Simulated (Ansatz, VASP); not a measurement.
# Ti in VASP and in Ansatz

INCAR

```
SYSTEM = Ti
PREC = Accurate ; ENCUT = 520
EDIFF = 1E-6 ; ISMEAR = 0
SIGMA = 0.15 ; LREAL = .False.
LASPH = .True. ; NELM = 100
ALGO = Fast ; ISIF = 2
LWAVE = .False. ; LCHARG = .False.
GGA = PS ; NBANDS = 25
```

KPOINTS

```
Automatic mesh
0
Gamma
  12 12 14
  0 0 0
```

The input POSCAR:

```
Ti
1.0
    4.4878000000      0.0000000000      0.0000000000
   -2.2439000000      3.8865488071      0.0000000000
    0.0000000000      0.0000000000      2.7983103216
Ti
3
Direct
    0.0000000000      0.0000000000      0.0000000000
    0.3333333333      0.6666666667      0.5000000000
    0.6666666667      0.3333333333      0.5000000000
```

Input for Ansatz:

```yaml
crystal:
  lattice:
    - [4.4878, 0.0, 0.0]
    - [-2.2439, 3.8865488071, 0.0]
    - [0.0, 0.0, 2.7983103216]
  atoms:
    - { symbol: Ti, position: [0.0, 0.0, 0.0] }
    - { symbol: Ti, position: [0.3333333333, 0.6666666667, 0.5] }
    - { symbol: Ti, position: [0.6666666667, 0.3333333333, 0.5] }
basis:
  ecutwfc: 520.0
kpoints:
  mp_grid: { grid: [12, 12, 14] }
hamiltonian:
  xc: pbesol
  pseudopotentials: { kind: paw, azcp: { folder: soft_1 } }
scf:
  occupations: { method: gaussian, width: 0.15 }
output:
  forces: true
  stress: true
  eigenvalues: true
```

Alike in both runs: task single point; functional PBEsol; k mesh 12 × 12 × 14; occupations gaussian, width 0.15 eV; no spin polarisation.

|  | VASP | Ansatz |
| --- | --- | --- |
| version | VASP 6.6.1 | Ansatz 0.2.0 |
| potentials or method | VASP PAW PBE potentials, release 64 (Ti_sv), cutoff 520 eV | scalar-relativistic, plane waves, PAW |
| valence electrons in the cell | 36 | 36 |

|  | VASP | Ansatz | Ansatz less VASP |
| --- | --- | --- | --- |
| gap on the k mesh at the Fermi level (eV) | none | none | - |
| pressure (GPa) | 1.1 | 1.4 | +0.28 |
| traceless stress, the component that is largest in VASP (GPa) | -0.66 | -0.67 | -0.016 |

VASP's potentials were made for PBE, not for PBEsol, and Ansatz warns of the same on its side. A gap of «none» marks a metal or a gap that the smearing closes. With one functional, cell and mesh, what is left measures potentials, basis and numerics.
